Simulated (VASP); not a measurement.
Wanted: the native input for a VASP 6.6.1 run.

```yaml
Task: single point
Functional: PBE
Potentials_or_basis: VASP PAW PBE potentials, release 64 (W_sv)
Cutoff: 520 eV
k_mesh: 11 × 11 × 1
Occupations: gaussian, width 0.1 eV
Spin: no spin polarisation
Dipole_correction: yes
Further_INCAR_settings: ALGO = Normal; EDIFF = 1e-06; NBANDS = 28
```

The structure of W lies in POSCAR:

```
W
1.0
    2.7571643598      0.0000000000      0.0000000000
   -0.9190547866      2.5994794875      0.0000000000
    0.0000000000      0.0000000000     18.5024305457
W
3
Direct
    0.5000000000      0.5000000000      0.3783286732
    0.0000000000      0.0000000000      0.4960503282
    0.5000000000      0.5000000000      0.6137688800
```

These files were run (other wordings do the same):

INCAR

```
SYSTEM = W
PREC = Accurate ; ENCUT = 520
EDIFF = 1E-6 ; ISMEAR = 0
SIGMA = 0.1 ; LREAL = .FALSE.
LASPH = .TRUE. ; NELM = 100
ALGO = Normal ; ISIF = 2
LWAVE = .FALSE. ; LCHARG = .FALSE.
LDIPOL = .TRUE. ; IDIPOL = 3
DIPOL = 0.5 0.5 0.496 ; GGA = PE
NBANDS = 28
```

KPOINTS

```
regular mesh
0
G
  11 11 1
  0 0 0
```

Potentials or basis: VASP PAW PBE potentials, release 64 (W_sv).

Launch:

```sh
$ cat potpaw_PBE.64/W_sv/POTCAR > POTCAR
$ mpirun -np 1 vasp_std > vasp.out
```

Results of the run:

The largest force is 0.033 eV/Å and the band gap on the k mesh is zero (bands 21 and 22 overlap by 1.77 eV).

Caveat: spin-orbit coupling is left out, which moves the levels of the heavy elements.

Wall time 2.5 min on 1 thread of Intel(R) Xeon(R) Platinum 8259CL CPU @ 2.50GHz (Skylake/Cascade Lake), on a shared host, peak memory 0.31 GiB.
